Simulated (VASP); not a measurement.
# Co (Pm-3m) in VASP: notebook

The runs below take Co through single point, with PBE.

Everything below comes from runs of VASP 6.6.1. Logs are shortened: lines on timing, memory, paths and dates and some standing lists are left out, and cuts for length are marked.

### Step 1. The cell of the first run

The structure is cubic, space group Pm-3m (No. 221). The conventional cell has a = 2.340 Å, b = 2.340 Å, c = 2.340 Å, α = 90.00°, β = 90.00°, γ = 90.00°. Co (site symmetry m-3m) has 6 Co at 2.34 Å within 3.1 Å.

This isn't the form of Co at room conditions, which is hcp.

### Step 2. Single point, PBE, collinear spin, ferromagnetic start (12.81 Å³/atom)

File INCAR:

```
SYSTEM = Co
  PREC = Accurate
  ENCUT = 520
  EDIFF = 1E-6
  ISMEAR = -1
  SIGMA = 0.05
  LREAL = .False.
  LASPH = .True.
  NELM = 150
  ALGO = Normal
  ISIF = 2
  LWAVE = .False.
  LCHARG = .True.
  ISPIN = 2
  MAGMOM = 1.898
  LORBIT = 11
  LMAXMIX = 4
  GGA = PE
  LELF = .True.
  LVHAR = .True.
  NBANDS = 14
```

File KPOINTS:

```
Automatic mesh
0
Gamma
  22 22 22
  0 0 0
```

File POSCAR:

```
Co
1.0
    2.3401138536      0.0000000000      0.0000000000
    0.0000000000      2.3401138536      0.0000000000
    0.0000000000      0.0000000000      2.3401138536
Co
1
Direct
    0.0000000000      0.0000000000      0.0000000000
```

Potentials or basis: VASP PAW PBE potentials, release 64 (Co).

Started as:

```sh
cat potpaw_PBE.64/Co/POTCAR > POTCAR
mpirun -np 1 vasp_std > vasp.out
```

OUTCAR:

```text
SYSTEM = Co
   PREC = Accurate
   ENCUT = 520
   EDIFF = 1E-6
   ISMEAR = -1
   LREAL = .False.
   LASPH = .True.
   NELM = 150
   ISIF = 2
   ISPIN = 2
   LORBIT = 11
   GGA = PE

 ion  position               nearest neighbor table
   1  0.000  0.000  0.000-

  LATTYP: Found a simple cubic cell.
 ALAT       =     2.3401138536

  Lattice vectors:

 A1 = (   2.3401138536,   0.0000000000,   0.0000000000)
 A2 = (   0.0000000000,   2.3401138536,   0.0000000000)
 A3 = (   0.0000000000,   0.0000000000,   2.3401138536)

Analysis of symmetry for initial positions (statically):
=====================================================================
 Subroutine PRICEL returns:
 Original cell was already a primitive cell.

 Routine SETGRP: Setting up the symmetry group for a
 simple cubic supercell.

 Subroutine GETGRP returns: Found 48 space group operations
 (whereof 48 operations were pure point group operations)
 out of a pool of 48 trial point group operations.

The static configuration has the point symmetry O_h .

Analysis of symmetry for dynamics (positions and initial velocities):
=====================================================================
 Subroutine PRICEL returns:
 Original cell was already a primitive cell.

 Routine SETGRP: Setting up the symmetry group for a
 simple cubic supercell.

 Subroutine GETGRP returns: Found 48 space group operations
 (whereof 48 operations were pure point group operations)
 out of a pool of 48 trial point group operations.

The dynamic configuration has the point symmetry O_h .

Analysis of structural, dynamic, and magnetic symmetry:
=====================================================================
 Subroutine PRICEL returns:
 Original cell was already a primitive cell.

 Routine SETGRP: Setting up the symmetry group for a
 simple cubic supercell.

 Subroutine GETGRP returns: Found 48 space group operations
 (whereof 48 operations were pure point group operations)
 out of a pool of 48 trial point group operations.

The overall configuration has the point symmetry O_h .

 Subroutine INISYM returns: Found 48 space group operations
 (whereof 48 operations are pure point group operations),
 and found     1 'primitive' translations

----------------------------------------------------------------------------------------

                                     Primitive cell

  volume of cell :      12.8148

  direct lattice vectors                    reciprocal lattice vectors
     2.340113854  0.000000000  0.000000000     0.427329635  0.000000000  0.000000000
     0.000000000  2.340113854  0.000000000     0.000000000  0.427329635  0.000000000
     0.000000000  0.000000000  2.340113854     0.000000000  0.000000000  0.427329635

  length of vectors
     2.340113854  2.340113854  2.340113854     0.427329635  0.427329635  0.427329635

  position of ions in fractional coordinates (direct lattice)
     0.000000000  0.000000000  0.000000000

  ion indices of the primitive-cell ions
   primitive index   ion index
                 1           1

----------------------------------------------------------------------------------------

 KPOINTS: Automatic mesh

Automatic generation of k-mesh.
 Grid dimensions read from file:
 generate k-points for:   22   22   22

 Generating k-lattice:

  Cartesian coordinates                     Fractional coordinates (reciprocal lattice)
     0.019424074  0.000000000  0.000000000     0.045454545  0.000000000  0.000000000
     0.000000000  0.019424074  0.000000000     0.000000000  0.045454545  0.000000000
     0.000000000  0.000000000  0.019424074     0.000000000  0.000000000  0.045454545

  Length of vectors
     0.019424074  0.019424074  0.019424074

  Shift w.r.t. Gamma in fractional coordinates (k-lattice)
     0.000000000  0.000000000  0.000000000

 Subroutine IBZKPT returns following result:
 ===========================================

 Found    364 irreducible k-points:

 Following reciprocal coordinates:
            Coordinates               Weight
  0.000000  0.000000  0.000000      1.000000
  0.045455  0.000000  0.000000      6.000000
  0.090909  0.000000  0.000000      6.000000
  0.136364  0.000000  0.000000      6.000000
  0.181818  0.000000  0.000000      6.000000
  0.227273  0.000000  0.000000      6.000000
[... 16 lines left out ...]
  0.500000  0.045455  0.000000     12.000000
  0.090909  0.090909  0.000000     12.000000
 [... further k-points ...]
   k-points           NKPTS =    364   k-points in BZ     NKDIM =    364   number of bands    NBANDS=     14
   number of dos      NEDOS =    301   number of ions     NIONS =      1
   total plane-waves  NPLWV =   5832
   dimension x,y,z NGX =    18 NGY =   18 NGZ =   18
   dimension x,y,z NGXF=    36 NGYF=   36 NGZF=   36
   ions per type =               1
   NGX,Y,Z   is equivalent  to a cutoff of  12.79, 12.79, 12.79 a.u.
   NGXF,Y,Z  is equivalent  to a cutoff of  25.58, 25.58, 25.58 a.u.
 SYSTEM =  Co
   PREC   = accura    normal or accurate (medium, high low for compatibility)
   ISTART =      0    job   : 0-new  1-cont  2-samecut
   ICHARG =      2    charge: 1-file 2-atom 10-const
   ISPIN  =      2    spin polarized calculation?
   LNONCOLLINEAR =      F non collinear calculations
   LSORBIT =      F    spin-orbit coupling
   LASPH  =      T    aspherical Exc in radial PAW
   ENCUT  =  520.0 eV  38.22 Ry    6.18 a.u.   4.35  4.35  4.35*2*pi/ulx,y,z
   NELM   =    150;   NELMIN=  2; NELMDL= -5     # of ELM steps
   EDIFF  = 0.1E-05   stopping-criterion for ELM
   LREAL  =      F    real-space projection
   EDIFFG = 0.1E-04   stopping-criterion for IOM
   NSW    =      0    number of steps for IOM
   IBRION =     -1    ionic relax: 0-MD 1-quasi-New 2-CG
   NFREE  =      0    steps in history (QN), initial steepest desc. (CG)
   ISIF   =      2    stress and relaxation
   ISYM   =      2    0-nonsym 1-usesym 2-fastsym
   POTIM  = 0.5000    time-step for ionic-motion
   TEBEG  =    0.0;   TEEND  =   0.0 temperature during run
   PSTRESS=    0.0 pullay stress
   NELECT =       9.0000    total number of electrons
   NUPDOWN=      -1.0000    fix difference up-down
   EMIN   =  10.00;   EMAX   =-10.00  energy-range for DOS
   EFERMI =   0.00;   METHOD = LEGACY
   ISMEAR =    -1;   SIGMA  =   0.05  broadening in eV -4-tet -1-fermi 0-gaus
   EFERMI_NEDOS =   21; number of points for ismear=-14 and -15
   IALGO  =     38    algorithm
   IMIX   =      4    mixing-type and parameters
     AMIX     =   0.40;   BMIX     =  1.00
     AMIX_MAG =   1.60;   BMIX_MAG =  1.00
  volume/ion in A,a.u.               =      12.81        86.48
  Fermi-wavevector in a.u.,A,eV,Ry     =   1.455187  2.749904 28.811261  2.117568
  Thomas-Fermi vector in A             =   2.572250
   LORBIT       =     11    0 simple, 1 ext, 2 COOP (PROOUT), +10 PAW based schemes
   GGA     = PE    functional components
   LHFCALC =     F    Hartree Fock is set to
   AEXX    =    0.0000 exact exchange contribution
   IVDW    =     0    specifies the selected vdW correction
   LEPSILON=     F    determine dielectric tensor
   LRPA    =     F    only Hartree local field effects (RPA)
 spin polarized calculation
  energy-cutoff  :      520.00
  volume of cell :       12.81
 maximum number of plane-waves:       360
 NGX is ok and might be reduce to    18
   NGX =  9   NGY =  9   NGZ =  9

 number of electron       9.0000003 magnetization       1.8665115

 Free energy of the ion-electron system (eV)
  ---------------------------------------------------
  ext. energy  EPLUGINS =         0.00000000
  ---------------------------------------------------
  free energy    TOTEN  =        -6.27609683 eV

  energy without entropy =       -6.26403649  energy(sigma->0) =       -6.27006666

 E-fermi :   8.3723     XC(G=0): -12.3615

 val. band max:        8.3699140749   @ k =   0.5000   0.5000   0.4091
 cond. band min:       8.3733212830   @ k =   0.5000   0.3182   0.0455
 fundamental gap:      0.0034072081
 Fermi energy:         8.3722556810

 spin component 1

 k-point     1 :       0.0000    0.0000    0.0000
  band No.  band energies     occupation
      1       0.1466      1.00000
      2       4.0514      1.00000
      3       4.0514      1.00000
      4       7.2050      1.00000
      5       7.2050      1.00000
      6       7.2050      1.00000
      7      27.1914      0.00000
      8      27.1914      0.00000
      9      27.1914      0.00000
     10      31.0600      0.00000
     11      31.0600      0.00000
     12      35.3814      0.00000
     13      45.0018      0.00000
     14      48.3708      0.00000
[... 375 lines left out ...]
 k-point    24 :       0.0909    0.0909    0.0000
  band No.  band energies     occupation
      1       0.6303      1.00000
      2       4.1619      1.00000
      3       4.2499      1.00000
      4       7.0153      1.00000
      5       7.1044      1.00000
      6       7.1341      1.00000
      7      24.5467      0.00000
      8      25.1705      0.00000
      9      27.8504      0.00000
     10      31.8882      0.00000
     11      34.2608      0.00000
     12      37.5573      0.00000
     13      44.5084      0.00000
     14      45.0380      0.00000

 [... further k-points ...]

 spin component 2

 k-point     1 :       0.0000    0.0000    0.0000
  band No.  band energies     occupation
      1       0.2955      1.00000
      2       5.3725      1.00000
      3       5.3725      1.00000
      4       9.5499      0.00000
      5       9.5500      0.00000
      6       9.5500      0.00000
      7      27.5761      0.00000
      8      27.5761      0.00000
      9      27.5761      0.00000
     10      31.3662      0.00000
     11      31.3662      0.00000
     12      35.3933      0.00000
     13      48.6284      0.00000
     14      48.9458      0.00000
[... 375 lines left out ...]
 k-point    24 :       0.0909    0.0909    0.0000
  band No.  band energies     occupation
      1       0.7815      1.00000
      2       5.4898      1.00000
      3       5.5731      1.00000
      4       9.3238      0.00000
      5       9.4294      0.00000
      6       9.4689      0.00000
      7      24.9594      0.00000
      8      25.5351      0.00000
      9      28.2598      0.00000
     10      32.1233      0.00000
     11      34.5442      0.00000
     12      37.6798      0.00000
     13      44.8616      0.00000
     14      47.4961      0.00000

 [... further k-points ...]

------------------------ aborting loop because EDIFF is reached ----------------------------------------

  FORCE on cell =-STRESS in cart. coord.  units (eV):
  Direction    XX          YY          ZZ          XY          YZ          ZX
  --------------------------------------------------------------------------------------
  -------------------------------------------------------------------------------------
  Total       -0.0549961     -0.0549961     -0.0549961      0.0000000     -0.0000000      0.0000000
  in kB       -6.8759307     -6.8759307     -6.8759307      0.0000000     -0.0000000      0.0000000
  external PRESSURE =      -6.8759307 kB  Pullay stress =       0.0000000 kB

 VOLUME and BASIS-vectors are now :
 -----------------------------------------------------------------------------
  energy-cutoff  :      520.00
  volume of cell :       12.81
      direct lattice vectors                 reciprocal lattice vectors
     2.340113854  0.000000000  0.000000000     0.427329635  0.000000000  0.000000000
     0.000000000  2.340113854  0.000000000     0.000000000  0.427329635  0.000000000
     0.000000000  0.000000000  2.340113854     0.000000000  0.000000000  0.427329635

 POSITION                                       TOTAL-FORCE (eV/Angst)
 -----------------------------------------------------------------------------------
      0.00000      0.00000      0.00000         0.000000      0.000000      0.000000
 -----------------------------------------------------------------------------------
    total drift:                                0.000000      0.000000      0.000000

  FREE ENERGIE OF THE ION-ELECTRON SYSTEM (eV)
  ---------------------------------------------------
  free  energy   TOTEN  =        -6.2760968334 eV

  energy  without entropy=       -6.2640364947  energy(sigma->0) =       -6.27006666

 total charge

# of ion       s       p       d       tot
------------------------------------------
    1        0.493   0.406   7.265   8.163

 magnetization (x)

# of ion       s       p       d       tot
------------------------------------------
    1        0.006  -0.007   1.876   1.876
```

It took 39 s on 1 thread of Intel Xeon 6975P-C (Granite Rapids), shared host; peak memory 0.2 GiB.

What came out:

* Free energy: -6.2761 eV
* Pressure: -0.7 GPa
* Net moment: 1.87 μB per cell
* Site moments: Co +1.88 μB
* Valence electrons inside the program's atomic spheres: Co 8.16

Levels at points of the mesh, in eV from the Fermi level:
Spin up:
```csv
k point,band 1,band 2,band 3,band 4,band 5,band 6,band 7,band 8,band 9,band 10
"(0.00, 0.00, 0.00)",-8.23,-4.32,-4.32,-1.17,-1.17,-1.17,18.82,18.82,18.82,22.69
"(0.50, 0.00, 0.00)",-4.44,-3.87,-2.26,-2.26,-1.37,-1.07,3.42,23.36,25.90,26.17
"(0.50, 0.50, 0.00)",-5.11,-3.46,-2.04,-2.04,-0.06,4.85,4.85,10.77,11.25,30.06
"(0.50, 0.50, 0.50)",-4.20,-4.20,-4.20,0.00,0.00,11.48,11.48,11.48,13.04,16.47
```
Spin down:
```
           k point  band 1  band 2  band 3  band 4  band 5  band 6  band 7  band 8  band 9
(0.00, 0.00, 0.00)   -8.08   -3.00   -3.00    1.18    1.18    1.18   19.20   19.20   19.20
(0.50, 0.00, 0.00)   -3.60   -2.48   -1.33   -0.08   -0.08    1.29    4.60   23.21   25.85
(0.50, 0.50, 0.00)   -3.64   -2.13    0.18    0.18    1.67    5.04    5.04   11.46   12.15
(0.50, 0.50, 0.50)   -2.44   -2.44   -2.44    1.74    1.74   11.87   11.87   11.87   12.77
```

### Step 3. Single point, PBE, collinear spin, ferromagnetic start (13.33 Å³/atom)

This run uses another cell than the first one, of 13.33 Å³/atom.

File INCAR:

```
SYSTEM = Co
PREC = Accurate
ENCUT = 520
EDIFF = 1E-6
ISMEAR = -1
SIGMA = 0.05
LREAL = .False.
LASPH = .True.
NELM = 150
ALGO = Normal
ISIF = 2
LWAVE = .False.
LCHARG = .True.
ISPIN = 2
MAGMOM = 1.898
LORBIT = 11
LMAXMIX = 4
GGA = PE
LELF = .True.
LVHAR = .True.
NBANDS = 14
```

KPOINTS is that of step 2.

File POSCAR:

```
Co
1.0
    2.3709083568      0.0000000000      0.0000000000
    0.0000000000      2.3709083568      0.0000000000
    0.0000000000      0.0000000000      2.3709083568
Co
1
Direct
    0.0000000000      0.0000000000      0.0000000000
```

Potentials or basis: VASP PAW PBE potentials, release 64 (Co).

Started as:

```sh
cat potpaw_PBE.64/Co/POTCAR > POTCAR
mpirun -np 1 vasp_std > vasp.out
```

It took 44 s on 1 thread of Intel Xeon 6975P-C (Granite Rapids), shared host; peak memory 0.2 GiB.

It converged, with:

| Item | Value |
| --- | --- |
| Free energy | -6.2653 eV |
| Pressure | -5.9 GPa |
| Net moment | 1.89 μB per cell |
| Site moments | Co +1.90 μB |
| Valence electrons inside the program's atomic spheres | Co 8.10 |

Levels at points of the mesh, in eV from the Fermi level:
Spin up:
| k point | band 1 | band 2 | band 3 | band 4 | band 5 | band 6 | band 7 | band 8 | band 9 | band 10 |
| --- | --- | --- | --- | --- | --- | --- | --- | --- | --- | --- |
| (0.00, 0.00, 0.00) | -8.01 | -4.20 | -4.20 | -1.25 | -1.25 | -1.25 | 18.33 | 18.33 | 18.33 | 22.11 |
| (0.50, 0.00, 0.00) | -4.34 | -3.77 | -2.27 | -2.27 | -1.29 | -1.16 | 3.17 | 22.99 | 25.32 | 25.42 |
| (0.50, 0.50, 0.00) | -4.94 | -3.39 | -2.07 | -2.07 | -0.18 | 4.71 | 4.71 | 10.51 | 10.70 | 29.44 |
| (0.50, 0.50, 0.50) | -4.09 | -4.09 | -4.09 | -0.12 | -0.12 | 11.08 | 11.08 | 11.08 | 12.92 | 16.06 |
Spin down:
```tsv
k point	band 1	band 2	band 3	band 4	band 5	band 6	band 7	band 8
(0.00, 0.00, 0.00)	-7.87	-2.86	-2.86	1.12	1.12	1.12	18.71	18.71
(0.50, 0.00, 0.00)	-3.50	-2.36	-1.27	-0.06	-0.06	1.23	4.36	22.82
(0.50, 0.50, 0.00)	-3.43	-2.04	0.18	0.18	1.57	4.89	4.89	11.18
(0.50, 0.50, 0.50)	-2.29	-2.29	-2.29	1.63	1.63	11.46	11.46	11.46
```

Caveat: the cell stands under tension.
